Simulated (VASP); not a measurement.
Rh, 1 atom in the cell. It takes space group Fm-3m (No. 225, cubic). The conventional cell has a = 3.806 Å, b = 3.806 Å, c = 3.806 Å, α = 90.00°, β = 90.00°, γ = 90.00°. Rh (site symmetry m-3m) has 12 Rh at 2.69 Å within 3.5 Å. 

| Quantity | Value |
| --- | --- |
| Program | VASP 6.6.1 |
| Task | relaxation of cell and atoms |
| Functional | r2SCAN |
| Potentials or basis | VASP PAW PBE potentials, release 64 (Rh_pv) |
| Cutoff | 600 eV |
| k mesh | 18 × 18 × 18 |
| Occupations | gaussian, width 0.1 eV |
| Spin | no spin polarisation |
| Dipole correction | no |
| Further INCAR settings | ALGO = Normal; EDIFF = 1e-07; IBRION = 2; EDIFFG = -0.002; NSW = 100; ISIF = 3 |

Potentials or basis: VASP PAW PBE potentials, release 64 (Rh_pv).

The run is started by

```sh
$ cat potpaw_PBE.64/Rh_pv/POTCAR > POTCAR
$ cp INCAR.step1 INCAR
$ mpirun -np 1 vasp_std > vasp.out
$ cp INCAR.step2 INCAR
$ mpirun -np 1 vasp_std > vasp.out
```

Hardware: 1 thread of Intel Xeon 8259CL, on a shared host.

Task: How long does it take, and how much memory?

Result: It took 7.4 min on 1 thread of Intel Xeon 8259CL, on a shared host, peak memory 0.18 GiB. Counts: k points 195, ion steps 3.
